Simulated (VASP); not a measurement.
Input of a VASP 6.6.1 run:

INCAR

```
PREC     = Accurate       # precision mode
ENCUT    = 520            # plane-wave cutoff, eV
EDIFF    = 1E-6           # SCF threshold, eV
ISMEAR   = -1             # smearing method
SIGMA    = 0.15           # smearing width, eV
LREAL    = False          # projectors in reciprocal space
LASPH    = True           # aspherical terms in the spheres
NELM     = 80             # most SCF steps
ALGO     = Normal         # electronic algorithm
ISIF     = 2              # what is computed and relaxed
LWAVE    = False          # write WAVECAR
LCHARG   = False          # write CHGCAR
NBANDS   = 13             # bands
```

Contents of KPOINTS:

```
regular mesh
0
Gamma
  12 12 11
```

Contents of POSCAR:

```
Ge
1.0
    1.4509375884     -2.7006327984      0.0000000000
    1.4509375884      2.7006327984      0.0000000000
    0.0000000000      0.0000000000      2.8021097106
Ge
1
Direct
    0.5000000000      0.5000000000      0.0000000000
```

Potentials or basis: VASP PAW LDA potentials, release 64 (Ge_d).

Launch:

```console
$ cat potpaw_LDA.64/Ge_d/POTCAR > POTCAR
$ mpirun -np 1 vasp_std > vasp.out
```

Problem. Predict the band gap on the k mesh.

Solution. Zero (band 7 reaches 10.81 eV, above the bottom of band 8 at 2.08 eV).

Problem. Predict the pressure.

Solution. -10.3 GPa.

Stress tensor (GPa, compression positive):
```
-10.10   0.00   0.00
  0.00 -11.41   0.00
  0.00   0.00  -9.37
```
